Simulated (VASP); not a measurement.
Here is a VASP 6.6.1 calculation.

INCAR

```
SYSTEM = IrRh4
  ALGO = Fast
  EDIFF = 1E-6
  ENCUT = 520
  GGA = PE
  ISIF = 2
  ISMEAR = 0
  LASPH = .True.
  LCHARG = .False.
  LREAL = .False.
  LWAVE = .False.
  NBANDS = 80
  NELM = 80
  PREC = Accurate
  SIGMA = 0.1
```

The input KPOINTS:

```
k-points
0
Gamma
  18 18 2
  0 0 0
```

File POSCAR:

```
IrRh4
1.0
    2.7306258661      0.0000000000      0.0000000000
   -1.3653129330      2.3647913682      0.0000000000
    0.0000000000      0.0000000000     21.9725579293
Ir Rh
2 8
Direct
    0.6666666667      0.3333333333      0.7500000000
    0.3333333333      0.6666666667      0.2500000000
    0.6666666667      0.3333333333      0.9502814219
    0.6666666667      0.3333333333      0.1500398715
    0.6666666667      0.3333333333      0.3499601285
    0.6666666667      0.3333333333      0.5497185781
    0.3333333333      0.6666666667      0.6500398715
    0.3333333333      0.6666666667      0.8499601285
    0.3333333333      0.6666666667      0.0497185781
    0.3333333333      0.6666666667      0.4502814219
```

Potentials or basis: VASP PAW PBE potentials, release 64 (Ir, Rh_pv).

The run is started by

```bash
$ cat potpaw_PBE.64/Ir/POTCAR potpaw_PBE.64/Rh_pv/POTCAR > POTCAR
$ mpirun -np 1 vasp_std > vasp.out
```

(1) Predict the pressure.

(2) What does it give for the largest force?

Answers

(1) 0.2 GPa.

(2) 0.031 eV/Å.

Caveat: the highest band is partly filled, so the run has too few bands.
